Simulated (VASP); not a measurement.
The system is PtSe2 (Sudovikovite).

```
Pt Se
1.0
     3.79704    0.00000    0.00000
    -1.89852    3.28833    0.00000
     0.00000    0.00000    5.16128
Pt Se
1 2
Direct
  0.00000 0.00000 0.00000
  0.66667 0.33333 0.75000
  0.33333 0.66667 0.25000
```

Base run:

- Program: VASP 6.6.1
- Functional: RPBE
- Potentials or basis: VASP PAW PBE potentials, release 64 (Pt, Se)
- Cutoff: 520 eV
- k mesh: 8 × 8 × 5
- Occupations: fermi-dirac, width 0.05 eV
- Spin: no spin polarisation

Its results: band gap on the k mesh zero (band 11 reaches 6.23 eV, above the bottom of band 12 at 5.98 eV); pressure 2.2 GPa; largest force 0.043 eV/Å.

Q: The run is repeated on the same cell with these changes: functional from RPBE to PBE. What comes out?

A: Band gap on the k mesh zero (band 11 reaches 6.13 eV, above the bottom of band 12 at 5.85 eV); pressure -0.2 GPa; largest force 0.085 eV/Å.

PBE binds more tightly than RPBE, so the same cell stands under less pressure.

Caveats: spin-orbit coupling is left out, which moves the levels of the heavy elements; the PAW data sets were made with another functional, which shifts forces and pressure a little (some runs).
